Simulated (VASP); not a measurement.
**MgO: single point with LDA**

**Experimental background.**

“Electronic structure of alkaline earth and post-transition metal oxides”, 2009, arxiv:0908.1581 quotes, for a bulk crystal of MgO: band gap 7.83 eV.

The system is MgO.

```xyz
2
Lattice="0.0000 2.0796 2.0796 2.0796 0.0000 2.0796 2.0796 2.0796 0.0000" Properties=species:S:1:pos:R:3 pbc="T T T"
Mg    0.0000    0.0000    0.0000
O     2.0796    2.0796    2.0796
```

| Item | Value |
| --- | --- |
| Program | VASP 6.6.1 |
| Task | single point |
| Functional | LDA |
| Potentials or basis | VASP PAW LDA potentials, release 64 (Mg_sv, O) |
| Cutoff | 840 eV |
| k mesh | 10 × 10 × 10 |
| Occupations | gaussian, width 0.02 eV |
| Spin | no spin polarisation |
| Dipole correction | no |
| Further INCAR settings | ALGO = Normal; EDIFF = 1e-06; NBANDS = 15 |

- Pressure: 0.6 GPa
- Band gap on the k mesh: 5.05 eV

Levels at points of the mesh, in eV from the valence-band top:
| k point | band 5 | band 6 | band 7 | band 8 | band 9 | band 10 | band 11 | band 12 |
| --- | --- | --- | --- | --- | --- | --- | --- | --- |
| (0.00, 0.00, 0.00) | -17.19 | 0.00 | 0.00 | 0.00 | 5.05 | 15.74 | 15.74 | 15.74 |
| (0.50, 0.00, 0.00) | -15.70 | -4.86 | -0.71 | -0.71 | 7.98 | 12.84 | 16.40 | 16.40 |
| (0.50, 0.50, 0.00) | -15.46 | -4.28 | -1.42 | -1.42 | 8.93 | 10.14 | 13.30 | 19.22 |

Wall time 16 s on 1 thread of Intel(R) Xeon(R) Platinum 8259CL CPU @ 2.50GHz (Skylake/Cascade Lake), with other jobs on the host, peak memory 0.15 GiB.

Against the measured gap of MgO, 7.83 eV (quoted in “Electronic structure of alkaline earth and post-transition metal oxides”, 2009, arxiv:0908.1581), the calculated 5.05 eV is off by -2.78 eV. The value is that of LDA, without temperature or zero-point motion. Semilocal functionals fall short of measured gaps as a rule.
